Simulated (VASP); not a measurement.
Here is a VASP 6.6.1 calculation.

File INCAR:

```
SYSTEM = Ga7P8
ALGO = Normal ; EDIFF = 1E-6
ENCUT = 520 ; GGA = PE
ISIF = 2 ; ISMEAR = 0
LASPH = .TRUE. ; LCHARG = .FALSE.
LREAL = Auto ; LWAVE = .FALSE.
NBANDS = 78 ; NELECT = 132.0
NELM = 100 ; PREC = Accurate
SIGMA = 0.01
```

KPOINTS

```
k-points
0
G
  1 1 1
  0 0 0
```

File POSCAR:

```
Ga7P8
1.0
    0.0000000000      5.5051169776     -5.5051169776
    5.5051169776      5.5051169776      0.0000000000
    5.5051169776      0.0000000000     -5.5051169776
Ga P
7 8
Direct
    0.4953916733      0.0046083267     -0.0046083267
    1.0046083267      0.4953916733     -0.0046083267
    1.0046083267      0.0046083267     -0.0046083267
    0.4953916733      0.4953916733      0.5046083267
    0.4953916733      0.0046083267      0.5046083267
    1.0046083267      0.4953916733      0.5046083267
    1.0000000000      0.0000000000      0.5000000000
    0.3717791482      0.3717791482      0.3846625553
    0.3749991074      0.8750002975      0.3750002975
    0.8750002975      0.3749991074      0.3750002975
    0.8750002975      0.8750002975      0.3750002975
    0.3717791482      0.3717791482      0.8717791482
    0.3717791482      0.8846625553      0.8717791482
    0.8846625553      0.3717791482      0.8717791482
    0.8750002975      0.8750002975      0.8749991074
```

Potentials or basis: VASP PAW PBE potentials, release 64 (Ga_d, P).

Run with:

```sh
$ cat potpaw_PBE.64/Ga_d/POTCAR potpaw_PBE.64/P/POTCAR > POTCAR
$ mpirun -np 1 vasp_gam > vasp.out
```

Problem. Predict the largest force.

Solution. 0.042 eV/Å.

Forces in eV/Å, atoms in the order of the input:
```
Ga   0.000  0.000  0.024
Ga  -0.024  0.000  0.000
Ga   0.000  0.024  0.000
Ga   0.000 -0.024  0.000
Ga   0.024  0.000  0.000
Ga   0.000  0.000 -0.024
Ga   0.000  0.000  0.000
P   -0.024  0.024  0.024
P    0.009 -0.009  0.009
P   -0.009 -0.009 -0.009
P    0.009  0.009 -0.009
P    0.024  0.024 -0.024
P   -0.024 -0.024 -0.024
P    0.024 -0.024  0.024
P   -0.009  0.009  0.009
```

Caveat: the k points lie up to 0.99 Å⁻¹ apart; the cell carries a net charge on a neutralising background, which shifts energy and pressure.
